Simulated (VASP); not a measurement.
Input of a VASP 6.6.1 run:

Contents of INCAR:

```
SYSTEM = AlNi
PREC = Accurate ; ENCUT = 600
EDIFF = 1E-6 ; ISMEAR = -1
SIGMA = 0.05 ; LREAL = .FALSE.
LASPH = .TRUE. ; NELM = 150
ALGO = Normal ; ISIF = 3
LWAVE = .FALSE. ; LCHARG = .FALSE.
ISPIN = 2 ; MAGMOM = 1 0
LORBIT = 11 ; LMAXMIX = 4
GGA = CA ; IBRION = 2
NSW = 80 ; EDIFFG = -0.005
```

File KPOINTS:

```
Automatic mesh
0
G
  9 9 9
  0 0 0
```

The input POSCAR:

```
AlNi
1.0
    2.8810000000      0.0000000000      0.0000000000
    0.0000000000      2.8810000000      0.0000000000
    0.0000000000      0.0000000000      2.8810000000
Ni Al
1 1
Direct
    0.5000000000      0.5000000000      0.5000000000
    0.0000000000      0.0000000000      0.0000000000
```

Potentials or basis: VASP PAW LDA potentials, release 64 (Ni, Al).

The run is started by

```bash
$ cat potpaw_LDA.64/Ni/POTCAR potpaw_LDA.64/Al/POTCAR > POTCAR
$ mpirun -np 1 vasp_std > vasp.out
```

(1) Predict the relaxed cell.

(2) Predict the space group after relaxing (to 0.05 Å).

(3) Estimate the net moment.

Results:

(1) a = 2.833 Å, b = 2.833 Å, c = 2.833 Å, α = 90.00°, β = 90.00°, γ = 90.00°.

(2) Pm-3m (No. 221).

(3) 0.00 μB per cell.
